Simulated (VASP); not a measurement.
Write the native input for VASP 6.6.1 that does the following.

- Task: relaxation of cell and atoms
- Functional: PBE
- Potentials or basis: VASP PAW PBE potentials, release 64 (Ge_d, P)
- Cutoff: 600 eV
- k mesh: 8 × 8 × 8
- Occupations: gaussian, width 0.1 eV
- Spin: no spin polarisation
- Dipole correction: no
- Further INCAR settings: ALGO = Normal; EDIFF = 1e-06; IBRION = 2; EDIFFG = -0.01; NSW = 100; ISIF = 3

The structure of Ge5P lies in POSCAR:

```
Ge5P
1.0
    0.0000000000      3.8945662458      3.8945662458
    3.8945662458      0.0000000000      3.8945662458
    3.8945662458      3.8945662458      0.0000000000
Ge P
5 1
Direct
    0.5000000000      0.5000000000      0.5000000000
    0.8752251938      0.3743244185      0.8752251938
    0.8752251938      0.8752251938      0.8752251938
    0.3743244185      0.8752251938      0.8752251938
    0.8752251938      0.8752251938      0.3743244185
    0.2500000000      0.2500000000      0.2500000000
```

The cell was built from a structure type or drawn by symmetry, and may not be a known phase.

The input as run:

INCAR

```
SYSTEM = Ge5P
ALGO     = Normal         ! electronic algorithm
EDIFF    = 1E-6           ! SCF threshold, eV
EDIFFG   = -0.01          ! ionic threshold
ENCUT    = 600            ! plane-wave cutoff, eV
GGA      = PE             ! functional
IBRION   = 2              ! ionic algorithm
ISIF     = 3              ! what is computed and relaxed
ISMEAR   = 0              ! smearing method
LASPH    = .TRUE.         ! aspherical terms in the spheres
LCHARG   = .FALSE.        ! write CHGCAR
LREAL    = .FALSE.        ! projectors in reciprocal space
LWAVE    = .FALSE.        ! write WAVECAR
NELM     = 80             ! most SCF steps
NSW      = 100            ! ionic steps
PREC     = Accurate       ! precision mode
SIGMA    = 0.1            ! smearing width, eV
```

KPOINTS

```
k-points
0
G
  8 8 8
  0 0 0
```

Potentials or basis: VASP PAW PBE potentials, release 64 (Ge_d, P).

Run with:

```sh
$ cat potpaw_PBE.64/Ge_d/POTCAR potpaw_PBE.64/P/POTCAR > POTCAR
$ mpirun -np 1 vasp_std > vasp.out
```

Results of the run:

| Item | Value |
| --- | --- |
| Relaxed volume | 19.64 Å³/atom |
| Relaxed cell | a = 5.503 Å, b = 5.503 Å, c = 5.503 Å, α = 60.00°, β = 60.00°, γ = 60.00° |
| Space group after relaxing (to 0.1 Å) | F-43m (No. 216) |
| Energy gained by relaxing | 0.0 meV/atom |
| Ionic steps | 2 |
| Pressure after relaxing | 0.0 GPa |
| Band gap on the k mesh | zero (an odd number of electrons rules out a gap without spin polarisation) |

It took 7.2 min on 1 thread of Oxide Virtual Turin-like Processor, with other jobs on the host, peak memory 0.38 GiB.
